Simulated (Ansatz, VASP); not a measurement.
One calculation of Fe, two programs

```
CELL_PARAMETERS angstrom
2.38958 0.00000 0.00000
0.00000 2.38958 0.00000
0.00000 0.00000 2.38958
ATOMIC_POSITIONS crystal
Fe 0.00000 0.00000 0.00000
```

Alike in both runs: task single point; functional PBEsol; k mesh 15 × 15 × 15; occupations fermi-dirac, width 0.05 eV; collinear spin.

|  | VASP | Ansatz |
| --- | --- | --- |
| version | VASP 6.6.1 | Ansatz 0.2.0 |
| potentials or method | VASP PAW PBE potentials, release 64 (Fe), cutoff 520 eV | plane waves (420 eV) with PAW, scalar-relativistic |
| valence electrons in the cell | 8 | 16 |

|  | VASP | Ansatz | Ansatz less VASP |
| --- | --- | --- | --- |
| pressure (GPa) | -10.9 | -10.7 | +0.18 |
| net moment per atom (μB) | 2.39 | 2.38 | -0.004 |
| size of the moment on the site where the two differ most (μB) | 2.37 | 2.36 | -0.012 |

VASP's potentials were made for PBE, not for PBEsol, and Ansatz warns of the same on its side. Site moments also hang on the region over which each program counts them. The functional is the same, so the differences come from potentials, cutoffs and numerics. VASP's potentials hold 8 valence electrons a cell and Ansatz's 16, so a difference there can come from the potentials and not from the codes.
